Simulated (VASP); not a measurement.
A run of VASP 6.6.1 is set up as follows.

File INCAR:

```
SYSTEM = Te
ALGO     = Normal         ! electronic algorithm
EDIFF    = 1E-7           ! SCF threshold, eV
ENCUT    = 520            ! plane-wave cutoff, eV
GGA      = CA             ! functional
ISIF     = 2              ! what is computed and relaxed
ISMEAR   = -1             ! smearing method
LASPH    = .TRUE.         ! aspherical terms in the spheres
LCHARG   = .FALSE.        ! write CHGCAR
LREAL    = .FALSE.        ! projectors in reciprocal space
LWAVE    = .FALSE.        ! write WAVECAR
NBANDS   = 16             ! bands
NELM     = 60             ! most SCF steps
PREC     = Accurate       ! precision mode
SIGMA    = 0.05           ! smearing width, eV
```

The input KPOINTS:

```
k-points
0
G
  7 7 5
  0 0 0
```

POSCAR

```
Te
1.0
    3.8705621598     -2.1764716655      0.0000000000
    3.8705621598      2.1764716655      0.0000000000
   -0.0955316789      0.0000000000      6.0547324433
Te
3
Direct
    0.0000000000      0.0000000000      0.0000000000
    0.3094466100      0.3094466100      0.3388094900
    0.6905533900      0.6905533900      0.6611905100
```

Potentials or basis: VASP PAW LDA potentials, release 64 (Te).

Launch:

```bash
$ cat potpaw_LDA.64/Te/POTCAR > POTCAR
$ mpirun -np 1 vasp_std > vasp.out
```

Q: What does it give for the band gap on the k mesh?

A: 0.07 eV (least direct gap 0.20 eV).

Q: Estimate the largest force.

A: 0.023 eV/Å.

Q: What does it give for the pressure?

A: -4.4 GPa.

Stress tensor (GPa, compression positive):
```
-4.14  0.00 -0.02
 0.00 -4.02  0.00
-0.02  0.00 -5.10
```

Caveat: the cell stands under tension; spin-orbit coupling is left out, which moves the levels of the heavy elements. A k mesh can miss the band edges.
